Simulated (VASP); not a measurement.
# Os (P6_3/mmc) in VASP: notebook

Os is run at these levels: PBEsol; tasks: single point.

Program: VASP 6.6.1. These are calculated values, not measurements. Logs are shortened: lines on timing, memory, paths and dates and some standing lists are left out, and cuts for length are marked.

## 1. The cell of the first run

Symmetry: P6_3/mmc, No. 194, hexagonal system. The conventional cell has a = 2.597 Å, b = 2.597 Å, c = 4.320 Å, α = 90.00°, β = 90.00°, γ = 120.00°. Os (site symmetry -6m2) has 12 Os at 2.60 to 2.63 Å within 3.4 Å.

## 2. Single point, PBEsol (strain -0.050 along x and y, +0.000 along z)

Input file INCAR:

```
SYSTEM = Os
PREC = Accurate ; ENCUT = 520
EDIFF = 1E-6 ; ISMEAR = 0
SIGMA = 0.15 ; LREAL = .FALSE.
LASPH = .TRUE. ; NELM = 60
ALGO = Normal ; ISIF = 2
LWAVE = .FALSE. ; LCHARG = .FALSE.
GGA = PS ; NBANDS = 15
```

Input file KPOINTS:

```
Automatic mesh
0
G
  18 18 12
  0 0 0
```

Input file POSCAR:

```
Os
1.0
    2.5973949767      0.0000000000      0.0000000000
   -1.2986974884      2.2494100335      0.0000000000
    0.0000000000      0.0000000000      4.3197000000
Os
2
Direct
    0.3333333333      0.6666666667      0.2500000000
    0.6666666667      0.3333333333      0.7500000000
```

Potentials or basis: VASP PAW PBE potentials, release 64 (Os).

Launch:

```bash
$ cat potpaw_PBE.64/Os/POTCAR > POTCAR
$ mpirun -np 1 vasp_std > vasp.out
```

OUTCAR:

```text
SYSTEM = Os
   PREC = Accurate
   ENCUT = 520
   EDIFF = 1E-6
   ISMEAR = 0
   LREAL = .FALSE.
   LASPH = .TRUE.
   NELM = 60
   ISIF = 2
   GGA = PS

 ion  position               nearest neighbor table
   1  0.333  0.667  0.250-   2 2.63   2 2.63   2 2.63   2 2.63   2 2.63   2 2.63
   2  0.667  0.333  0.750-   1 2.63   1 2.63   1 2.63   1 2.63   1 2.63   1 2.63

  LATTYP: Found a hexagonal cell.
 ALAT       =     2.5973949767
 C/A-ratio  =     1.6630893795

  Lattice vectors:

 A1 = (   2.5973949767,   0.0000000000,   0.0000000000)
 A2 = (  -1.2986974884,   2.2494100335,   0.0000000000)
 A3 = (   0.0000000000,   0.0000000000,   4.3197000000)

Analysis of symmetry for initial positions (statically):
=====================================================================
 Subroutine PRICEL returns:
 Original cell was already a primitive cell.

 Routine SETGRP: Setting up the symmetry group for a
 hexagonal supercell.

 Subroutine GETGRP returns: Found 24 space group operations
 (whereof 12 operations were pure point group operations)
 out of a pool of 24 trial point group operations.

The static configuration has the point symmetry D_3d.
 The point group associated with its full space group is D_6h.

Analysis of symmetry for dynamics (positions and initial velocities):
=====================================================================
 Subroutine PRICEL returns:
 Original cell was already a primitive cell.

 Routine SETGRP: Setting up the symmetry group for a
 hexagonal supercell.

 Subroutine GETGRP returns: Found 24 space group operations
 (whereof 12 operations were pure point group operations)
 out of a pool of 24 trial point group operations.

The dynamic configuration has the point symmetry D_3d.
 The point group associated with its full space group is D_6h.

 Subroutine INISYM returns: Found 24 space group operations
 (whereof 12 operations are pure point group operations),
 and found     1 'primitive' translations

----------------------------------------------------------------------------------------

                                     Primitive cell

  volume of cell :      25.2383

  direct lattice vectors                    reciprocal lattice vectors
     2.597394977  0.000000000  0.000000000     0.385001130  0.222280506  0.000000000
    -1.298697488  2.249410033  0.000000000     0.000000000  0.444561012  0.000000000
     0.000000000  0.000000000  4.319700000     0.000000000  0.000000000  0.231497558

  length of vectors
     2.597394977  2.597394977  4.319700000     0.444561012  0.444561012  0.231497558
[... 93 lines left out ...]
   NUPDOWN=      -1.0000    fix difference up-down
   EMIN   =  10.00;   EMAX   =-10.00  energy-range for DOS
   EFERMI =   0.00;   METHOD = LEGACY
   ISMEAR =     0;   SIGMA  =   0.15  broadening in eV -4-tet -1-fermi 0-gaus
   EFERMI_NEDOS =   21; number of points for ismear=-14 and -15
   IALGO  =     38    algorithm
   IMIX   =      4    mixing-type and parameters
     AMIX     =   0.40;   BMIX     =  1.00
     AMIX_MAG =   1.60;   BMIX_MAG =  1.00
  volume/ion in A,a.u.               =      12.62        85.16
  Fermi-wavevector in a.u.,A,eV,Ry     =   1.406354  2.657624 26.910045  1.977833
  Thomas-Fermi vector in A             =   2.528723
   LORBIT       =      0    0 simple, 1 ext, 2 COOP (PROOUT), +10 PAW based schemes
   GGA     = PS    functional components
   LHFCALC =     F    Hartree Fock is set to
   AEXX    =    0.0000 exact exchange contribution
   IVDW    =     0    specifies the selected vdW correction
   LEPSILON=     F    determine dielectric tensor
   LRPA    =     F    only Hartree local field effects (RPA)
 non-spin polarized calculation
 Gauss-broadening in eV      SIGMA  =   0.15
  energy-cutoff  :      520.00
  volume of cell :       25.24
 maximum number of plane-waves:       701
 NGX is ok and might be reduce to    20
   NGX =  9   NGY =  9   NGZ = 17

 number of electron      15.9999998 magnetization

 Free energy of the ion-electron system (eV)
  ---------------------------------------------------
  ext. energy  EPLUGINS =         0.00000000
  ---------------------------------------------------
  free energy    TOTEN  =       -23.98855915 eV

  energy without entropy =      -23.97530637  energy(sigma->0) =      -23.98193276

 E-fermi :  10.9645     XC(G=0): -14.7472

 val. band max:       10.9633182438   @ k =   0.0556   0.0556   0.3333
 cond. band min:      10.9664438026   @ k =   0.1667  -0.0000   0.3333
 fundamental gap:      0.0031255588
 Fermi energy:        10.9644994671

 k-point     1 :       0.0000    0.0000    0.0000
  band No.  band energies     occupation
      1      -1.0033      2.00000
      2       2.0289      2.00000
      3       7.0079      2.00000
      4       7.4508      2.00000
      5       7.4508      2.00000
      6       8.2886      2.00000
      7       8.2886      2.00000
      8       9.6958      2.00000
      9       9.6958      2.00000
     10      10.3725      2.00000
     11      12.9780      0.00000
     12      12.9780      0.00000
     13      20.6252      0.00000
     14      25.1986      0.00000
[... 401 lines left out ...]
      2       3.4343      2.00000
      3       3.5298      2.00000
      4       7.0381      2.00000
      5       7.2654      2.00000
      6       7.6464      2.00000
      7       8.4327      2.00000
      8      12.7774      0.00000
      9      13.5131      0.00000
     10      13.5841      0.00000
     11      15.9439      0.00000
     12      19.3840      0.00000
     13      21.1969      0.00000
     14      22.7188      0.00000
     15      23.8764      0.00000

 [... further k-points ...]

------------------------ aborting loop because EDIFF is reached ----------------------------------------

  FORCE on cell =-STRESS in cart. coord.  units (eV):
  Direction    XX          YY          ZZ          XY          YZ          ZX
  --------------------------------------------------------------------------------------
  -------------------------------------------------------------------------------------
  Total       10.8758805     10.8758805      4.2387949     -0.0000000      0.0000000      0.0000000
  in kB      690.4222849    690.4222849    269.0870387     -0.0000000      0.0000000      0.0000000
  external PRESSURE =     549.9772028 kB  Pullay stress =       0.0000000 kB

 VOLUME and BASIS-vectors are now :
 -----------------------------------------------------------------------------
  energy-cutoff  :      520.00
  volume of cell :       25.24
      direct lattice vectors                 reciprocal lattice vectors
     2.597394977  0.000000000  0.000000000     0.385001130  0.222280506  0.000000000
    -1.298697488  2.249410033  0.000000000     0.000000000  0.444561012  0.000000000
     0.000000000  0.000000000  4.319700000     0.000000000  0.000000000  0.231497558

 POSITION                                       TOTAL-FORCE (eV/Angst)
 -----------------------------------------------------------------------------------
     -0.00000      1.49961      1.07993         0.000000     -0.000000      0.000000
      1.29870      0.74980      3.23977        -0.000000      0.000000      0.000000
 -----------------------------------------------------------------------------------
    total drift:                                0.000000     -0.000000     -0.000000

  FREE ENERGIE OF THE ION-ELECTRON SYSTEM (eV)
  ---------------------------------------------------
  free  energy   TOTEN  =       -23.9885591453 eV

  energy  without entropy=      -23.9753063673  energy(sigma->0) =      -23.98193276
```

OSZICAR:

```text
N       E                     dE             d eps       ncg     rms          rms(c)
DAV:   1     0.109612929388E+03    0.10961E+03   -0.75584E+03  7770   0.104E+03
DAV:   2    -0.208357215787E+02   -0.13045E+03   -0.11461E+03  7939   0.341E+02
DAV:   3    -0.253452860551E+02   -0.45096E+01   -0.43926E+01 10661   0.573E+01
DAV:   4    -0.253738643194E+02   -0.28578E-01   -0.28554E-01  8491   0.458E+00
DAV:   5    -0.253740126030E+02   -0.14828E-03   -0.14828E-03 10816   0.312E-01    0.306E+01
DAV:   6    -0.243605280393E+02    0.10135E+01   -0.65270E-01  9751   0.681E+00    0.153E+01
DAV:   7    -0.239966578231E+02    0.36387E+00   -0.58682E-01  9877   0.635E+00    0.714E-01
DAV:   8    -0.239897820218E+02    0.68758E-02   -0.92649E-03  8029   0.816E-01    0.379E-01
DAV:   9    -0.239885957372E+02    0.11863E-02   -0.15079E-03 10136   0.390E-01    0.308E-02
DAV:  10    -0.239885712417E+02    0.24496E-04   -0.33892E-05  9177   0.430E-02    0.786E-03
DAV:  11    -0.239885598866E+02    0.11355E-04   -0.26680E-06  9324   0.207E-02    0.180E-03
DAV:  12    -0.239885591453E+02    0.74132E-06   -0.80173E-08  5250   0.346E-03
   1 F= -.23988559E+02 E0= -.23981933E+02  d E =-.132528E-01
```

Run time: 34 s. Hardware: 1 thread of AMD EPYC 9R45 (Zen 5), shared host; peak memory 0.17 GiB.

Results:

- Free energy: -23.9886 eV
- Pressure: 55.0 GPa
- Band gap on the k mesh: zero (bands 8 and 9 overlap by 4.74 eV)

Levels at points of the mesh, in eV from the Fermi level:
```
           k point  band 6  band 7  band 8  band 9  band 10  band 11
(0.00, 0.00, 0.00)   -2.68   -2.68   -1.27   -1.27    -0.59     2.01
(0.50, 0.00, 0.00)   -2.98   -2.54    2.92    2.94     3.46     5.30
(0.00, 0.00, 0.50)   -3.59   -3.59   -3.59    1.07     1.07     1.07
(0.50, 0.00, 0.50)   -1.16   -0.13   -0.13    3.23     3.23     3.80
```

Caveat: the cell differs from its parent crystal (strain -0.050 along x and y, +0.000 along z); the cell stands under pressure; the PAW data sets were made with another functional, which shifts forces and pressure a little; spin-orbit coupling is left out, which moves the levels of the heavy elements.

[end of part 1 of 2]
